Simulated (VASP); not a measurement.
# PdCl (WC type) (P-6m2) in VASP: relaxation of cell and atoms with PBE

Aim: the relaxation of cell and atoms of PdCl (WC type) with PBE.

Everything below comes from runs of VASP 6.6.1. Logs are shortened: lines on timing, memory, paths and dates and some standing lists are left out, and cuts for length are marked.

## 1. The cell of the first run

It takes space group P-6m2 (No. 187, hexagonal). Conventional cell: a = 3.185 Å, b = 3.185 Å, c = 3.121 Å, α = 90.00°, β = 90.00°, γ = 120.00°. Pd (site symmetry -6m2) has 6 Cl at 2.41 Å and 8 Pd at 3.12 to 3.18 Å within 3.2 Å. Within 3.2 Å of Cl (site symmetry -6m2) lie 6 Pd at 2.41 Å and 8 Cl at 3.12 to 3.18 Å.

## 2. Relaxation of cell and atoms, PBE, target pressure 44 GPa, at which the enthalpy is minimised

Contents of INCAR:

```
SYSTEM = PdCl
PREC     = Accurate       ! precision mode
ENCUT    = 600            ! plane-wave cutoff, eV
EDIFF    = 1E-6           ! SCF threshold, eV
ISMEAR   = -1             ! smearing method
SIGMA    = 0.08           ! smearing width, eV
LREAL    = .False.        ! projectors in reciprocal space
LASPH    = .True.         ! aspherical terms in the spheres
NELM     = 100            ! most SCF steps
ALGO     = Normal         ! electronic algorithm
ISIF     = 3              ! what is computed and relaxed
LWAVE    = .False.        ! write WAVECAR
LCHARG   = .False.        ! write CHGCAR
GGA      = PE             ! functional
IBRION   = 2              ! ionic algorithm
NSW      = 60             ! ionic steps
EDIFFG   = -0.005         ! ionic threshold
PSTRESS  = 440.0
```

Contents of KPOINTS:

```
regular mesh
0
Gamma
  16 16 14
  0 0 0
```

Contents of POSCAR:

```
PdCl
1.0
    3.1849332796      0.0000000000      0.0000000000
   -1.5924666398      2.7582331295      0.0000000000
    0.0000000000      0.0000000000      3.1212346140
Pd Cl
1 1
Direct
    0.0000000000      0.0000000000      0.0000000000
    0.3333333333      0.6666666667      0.5000000000
```

Potentials or basis: VASP PAW PBE potentials, release 64 (Pd, Cl).

Run with:

```console
$ cat potpaw_PBE.64/Pd/POTCAR potpaw_PBE.64/Cl/POTCAR > POTCAR
$ mpirun -np 1 vasp_std > vasp.out
```

OUTCAR:

```text
SYSTEM = PdCl
   PREC = Accurate
   ENCUT = 600
   EDIFF = 1E-6
   ISMEAR = -1
   LREAL = .False.
   LASPH = .True.
   NELM = 100
   ISIF = 3
   GGA = PE
   IBRION = 2
   NSW = 60
   EDIFFG = -0.005
   PSTRESS = 440.0

 ion  position               nearest neighbor table
   1  0.000  0.000  0.000-   2 2.41   2 2.41   2 2.41   2 2.41   2 2.41   2 2.41
   2  0.333  0.667  0.500-   1 2.41   1 2.41   1 2.41   1 2.41   1 2.41   1 2.41

  LATTYP: Found a hexagonal cell.
 ALAT       =     3.1849332796
 C/A-ratio  =     0.9800000000

  Lattice vectors:

 A1 = (   3.1849332796,   0.0000000000,   0.0000000000)
 A2 = (  -1.5924666398,   2.7582331295,   0.0000000000)
 A3 = (   0.0000000000,   0.0000000000,   3.1212346140)

Analysis of symmetry for initial positions (statically):
=====================================================================
 Subroutine PRICEL returns:
 Original cell was already a primitive cell.

 Routine SETGRP: Setting up the symmetry group for a
 hexagonal supercell.

 Subroutine GETGRP returns: Found 12 space group operations
 (whereof 12 operations were pure point group operations)
 out of a pool of 24 trial point group operations.

The static configuration has the point symmetry D_3h.

Analysis of symmetry for dynamics (positions and initial velocities):
=====================================================================
 Subroutine PRICEL returns:
 Original cell was already a primitive cell.

 Routine SETGRP: Setting up the symmetry group for a
 hexagonal supercell.

 Subroutine GETGRP returns: Found 12 space group operations
 (whereof 12 operations were pure point group operations)
 out of a pool of 24 trial point group operations.

The dynamic configuration has the point symmetry D_3h.

 Subroutine INISYM returns: Found 12 space group operations
 (whereof 12 operations are pure point group operations),
 and found     1 'primitive' translations

----------------------------------------------------------------------------------------

                                     Primitive cell

  volume of cell :      27.4194

  direct lattice vectors                    reciprocal lattice vectors
     3.184933280  0.000000000  0.000000000     0.313978320  0.181275467  0.000000000
    -1.592466640  2.758233130  0.000000000     0.000000000  0.362550935  0.000000000
     0.000000000  0.000000000  3.121234614     0.000000000  0.000000000  0.320386041

  length of vectors
     3.184933280  3.184933280  3.121234614     0.362550935  0.362550935  0.320386041

  position of ions in fractional coordinates (direct lattice)
     0.000000000  0.000000000  0.000000000
     0.333333333  0.666666667  0.500000000

  ion indices of the primitive-cell ions
   primitive index   ion index
                 1           1
                 2           2

----------------------------------------------------------------------------------------

 KPOINTS: regular mesh

Automatic generation of k-mesh.
 Grid dimensions read from file:
 generate k-points for:   16   16   14

 Generating k-lattice:

  Cartesian coordinates                     Fractional coordinates (reciprocal lattice)
     0.019623645  0.011329717  0.000000000     0.062500000  0.000000000  0.000000000
     0.000000000  0.022659433  0.000000000     0.000000000  0.062500000  0.000000000
     0.000000000  0.000000000  0.022884717     0.000000000  0.000000000  0.071428571

  Length of vectors
     0.022659433  0.022659433  0.022884717

  Shift w.r.t. Gamma in fractional coordinates (k-lattice)
     0.000000000  0.000000000  0.000000000

 Subroutine IBZKPT returns following result:
 ===========================================

 Found    240 irreducible k-points:

 Following reciprocal coordinates:
            Coordinates               Weight
  0.000000  0.000000  0.000000      1.000000
  0.062500  0.000000  0.000000      6.000000
  0.125000  0.000000  0.000000      6.000000
  0.187500  0.000000  0.000000      6.000000
  0.250000  0.000000  0.000000      6.000000
  0.312500  0.000000  0.000000      6.000000
[... 16 lines left out ...]
  0.187500  0.187500  0.000000      6.000000
  0.250000  0.187500  0.000000     12.000000
 [... further k-points ...]
   k-points           NKPTS =    240   k-points in BZ     NKDIM =    240   number of bands    NBANDS=     12
   number of dos      NEDOS =    301   number of ions     NIONS =      2
   total plane-waves  NPLWV =  21952
   dimension x,y,z NGX =    28 NGY =   28 NGZ =   28
   dimension x,y,z NGXF=    56 NGYF=   56 NGZF=   56
   ions per type =               1   1
   NGX,Y,Z   is equivalent  to a cutoff of  14.62, 14.62, 14.91 a.u.
   NGXF,Y,Z  is equivalent  to a cutoff of  29.23, 29.23, 29.83 a.u.
 SYSTEM =  PdCl
   PREC   = accura    normal or accurate (medium, high low for compatibility)
   ISTART =      0    job   : 0-new  1-cont  2-samecut
   ICHARG =      2    charge: 1-file 2-atom 10-const
   ISPIN  =      1    spin polarized calculation?
   LNONCOLLINEAR =      F non collinear calculations
   LSORBIT =      F    spin-orbit coupling
   LASPH  =      T    aspherical Exc in radial PAW
   ENCUT  =  600.0 eV  44.10 Ry    6.64 a.u.   6.36  6.36  6.23*2*pi/ulx,y,z
   NELM   =    100;   NELMIN=  2; NELMDL= -5     # of ELM steps
   EDIFF  = 0.1E-05   stopping-criterion for ELM
   LREAL  =      F    real-space projection
   EDIFFG = -.5E-02   stopping-criterion for IOM
   NSW    =     60    number of steps for IOM
   IBRION =      2    ionic relax: 0-MD 1-quasi-New 2-CG
   NFREE  =      1    steps in history (QN), initial steepest desc. (CG)
   ISIF   =      3    stress and relaxation
   ISYM   =      2    0-nonsym 1-usesym 2-fastsym
   POTIM  = 0.5000    time-step for ionic-motion
   TEBEG  =    0.0;   TEEND  =   0.0 temperature during run
   PSTRESS=  440.0 pullay stress
   NELECT =      17.0000    total number of electrons
   NUPDOWN=      -1.0000    fix difference up-down
   EMIN   =  10.00;   EMAX   =-10.00  energy-range for DOS
   EFERMI =   0.00;   METHOD = LEGACY
   ISMEAR =    -1;   SIGMA  =   0.08  broadening in eV -4-tet -1-fermi 0-gaus
   EFERMI_NEDOS =   21; number of points for ismear=-14 and -15
   IALGO  =     38    algorithm
   IMIX   =      4    mixing-type and parameters
     AMIX     =   0.40;   BMIX     =  1.00
     AMIX_MAG =   1.60;   BMIX_MAG =  1.00
  volume/ion in A,a.u.               =      13.71        92.52
  Fermi-wavevector in a.u.,A,eV,Ry     =   1.395957  2.637975 26.513600  1.948695
  Thomas-Fermi vector in A             =   2.519358
   LORBIT       =      0    0 simple, 1 ext, 2 COOP (PROOUT), +10 PAW based schemes
   GGA     = PE    functional components
   LHFCALC =     F    Hartree Fock is set to
   AEXX    =    0.0000 exact exchange contribution
   IVDW    =     0    specifies the selected vdW correction
   LEPSILON=     F    determine dielectric tensor
   LRPA    =     F    only Hartree local field effects (RPA)
 conjugate gradient relaxation of ions
 non-spin polarized calculation
  energy-cutoff  :      600.00
  volume of cell :       27.42
 maximum number of plane-waves:       936
 NGX is ok and might be reduce to    28
   NGX = 13   NGY = 13   NGZ = 13

--------------------------------------- Ionic step        1  -------------------------------------------

 number of electron      17.0000001 magnetization

 Free energy of the ion-electron system (eV)
  ---------------------------------------------------
  ext. energy  EPLUGINS =         0.00000000
  ---------------------------------------------------
  free energy    TOTEN  =        -5.75374483 eV

  energy without entropy =       -5.72041836  energy(sigma->0) =       -5.73708159

------------------------ aborting loop because EDIFF is reached ----------------------------------------

  FORCE on cell =-STRESS in cart. coord.  units (eV):
  Direction    XX          YY          ZZ          XY          YZ          ZX
  --------------------------------------------------------------------------------------
  -------------------------------------------------------------------------------------
  Total        7.1599259      7.1599259      9.6805352      0.0000000     -0.0000000      0.0000000
  in kB      418.3708220    418.3708220    565.6557781      0.0000000     -0.0000000      0.0000000
  external PRESSURE =      27.4658074 kB  Pullay stress =     440.0000000 kB
[... 93 lines left out ...]
  FREE ENERGIE OF THE ION-ELECTRON SYSTEM (eV)
  ---------------------------------------------------
  free  energy   TOTEN  =        -6.1739926512 eV

  energy  without entropy=       -6.1376517276  energy(sigma->0) =       -6.15582219

  enthalpy is  TOTEN    =         1.6976208186 eV   P V=        7.8716134698

 E-fermi :   9.9398     XC(G=0): -12.3522

 val. band max:        9.9345880231   @ k =   0.3750   0.0625   0.0714
 cond. band min:       9.9432893070   @ k =   0.1875   0.0625   0.4286
 fundamental gap:      0.0087012839
 Fermi energy:         9.9398112883

 k-point     1 :       0.0000    0.0000    0.0000
  band No.  band energies     occupation
      1      -8.5997      2.00000
      2       4.6265      2.00000
      3       5.1519      2.00000
      4       5.1519      2.00000
      5       5.4670      2.00000
      6       7.7990      2.00000
      7       7.7990      2.00000
      8       9.3123      1.99922
      9       9.3123      1.99922
     10      11.5003      0.00000
     11      17.8155      0.00000
     12      19.4188      0.00000
[... 331 lines left out ...]
 k-point    24 :       0.2500    0.1875    0.0000
  band No.  band energies     occupation
      1      -7.3867      2.00000
      2       2.0998      2.00000
      3       3.5810      2.00000
      4       4.4466      2.00000
      5       6.8042      2.00000
      6       7.1591      2.00000
      7       7.7688      2.00000
      8       9.0660      1.99996
      9      10.1461      0.14102
     10      14.5895      0.00000
     11      18.3487      0.00000
     12      19.9640      0.00000

 [... further k-points ...]

[... ionic steps 4 to 16 ...]

--------------------------------------- Ionic step       17  -------------------------------------------

 number of electron      17.0000002 magnetization

------------------------ aborting loop because EDIFF is reached ----------------------------------------

  FORCE on cell =-STRESS in cart. coord.  units (eV):
  Direction    XX          YY          ZZ          XY          YZ          ZX
  --------------------------------------------------------------------------------------
  -------------------------------------------------------------------------------------
  Total        7.3369399      7.3369399      7.3364102      0.0000000      0.0000000      0.0000000
  in kB      441.3130567    441.3130567    441.2811942      0.0000000      0.0000000      0.0000000
  external PRESSURE =       1.3024359 kB  Pullay stress =     440.0000000 kB
[... 61 lines left out ...]
  enthalpy is  TOTEN    =         1.5100808562 eV   P V=        7.3216800062

--------------------------------------- Ionic step       19  -------------------------------------------

 number of electron      17.0000002 magnetization

 Free energy of the ion-electron system (eV)
  ---------------------------------------------------
  ext. energy  EPLUGINS =         0.00000000
  ---------------------------------------------------
  free energy    TOTEN  =        -5.80833283 eV

  energy without entropy =       -5.76234363  energy(sigma->0) =       -5.78533823

 E-fermi :  10.8550     XC(G=0): -12.8086

 val. band max:       10.8485050021   @ k =   0.5000   0.0000   0.0000
 cond. band min:      10.8574100710   @ k =   0.3125   0.1250   0.3571
 fundamental gap:      0.0089050689
 Fermi energy:        10.8550150375

 k-point     1 :       0.0000    0.0000    0.0000
  band No.  band energies     occupation
      1      -7.9961      2.00000
      2       4.5909      2.00000
      3       5.7283      2.00000
      4       6.8786      2.00000
      5       6.8786      2.00000
      6       8.8320      2.00000
      7       8.8320      2.00000
      8      10.3466      1.99653
      9      10.3466      1.99653
     10      12.4895      0.00000
     11      19.1818      0.00000
     12      21.6674      0.00000
[... 374 lines left out ...]
  FREE ENERGIE OF THE ION-ELECTRON SYSTEM (eV)
  ---------------------------------------------------
  free  energy   TOTEN  =        -5.8083328304 eV

  energy  without entropy=       -5.7623436279  energy(sigma->0) =       -5.78533823

  enthalpy is  TOTEN    =         1.5100766638 eV   P V=        7.3184094941

 reached required accuracy - stopping structural energy minimisation
```

Wall time 7.1 min (1 thread of AMD EPYC 9R45 (Zen 5), shared host); peak memory 0.23 GiB.

What came out:

- Free energy: -5.8083 eV
- Relaxed volume: 13.32 Å³/atom
- Relaxed cell: a = 2.898 Å, b = 2.898 Å, c = 3.665 Å, α = 90.00°, β = 90.00°, γ = 120.00°
- Space group after relaxing (to 0.1 Å): P-6m2 (No. 187)
- Energy change on relaxing (the run minimises the enthalpy): -27.3 meV/atom
- Ionic steps: 19
- Pressure after relaxing: 44.0 GPa
- Band gap on the k mesh: zero (an odd number of electrons rules out a gap without spin polarisation)

Step by step:
```csv
step,energy change (eV),largest force (eV/Å),pressure (GPa),volume (Å³)
1,0.0000,0.0000,46.75,27.42
2,-0.3226,0.0000,36.12,28.33
3,-0.4202,0.0000,32.64,28.66
4,-0.4144,0.0000,32.94,28.53
5,-0.3714,0.0000,34.31,28.08
6,-0.1350,0.0000,39.48,26.98
7,-0.2095,0.0000,37.96,27.26
8,-0.1031,0.0000,42.53,26.83
9,-0.0807,0.0000,43.46,26.75
10,-0.0779,0.0000,43.59,26.74
11,-0.0744,0.0000,43.63,26.72
12,-0.0637,0.0000,43.86,26.68
13,-0.0412,0.0000,44.32,26.60
14,-0.0526,0.0000,44.10,26.64
15,-0.0521,0.0000,44.08,26.64
16,-0.0467,0.0000,44.20,26.62
17,-0.0513,0.0000,44.13,26.64
18,-0.0579,0.0000,43.87,26.66
19,-0.0546,0.0000,44.01,26.65
```

Final structure:
```
Pd Cl
1.0
     2.89757    0.00000    0.00000
    -1.44878    2.50937    0.00000
     0.00000    0.00000    3.66502
Pd Cl
1 1
Direct
  0.00000 0.00000 0.00000
  0.33333 0.66667 0.50000
```

Caveat: the cell is relaxed towards a set pressure, so the run minimises the enthalpy, not the energy; a cell axis changed by over 15 % at a fixed basis, so the end point is rough; an odd number of electrons without spin polarisation forces a metal; a magnetic or distorted state may lie lower.
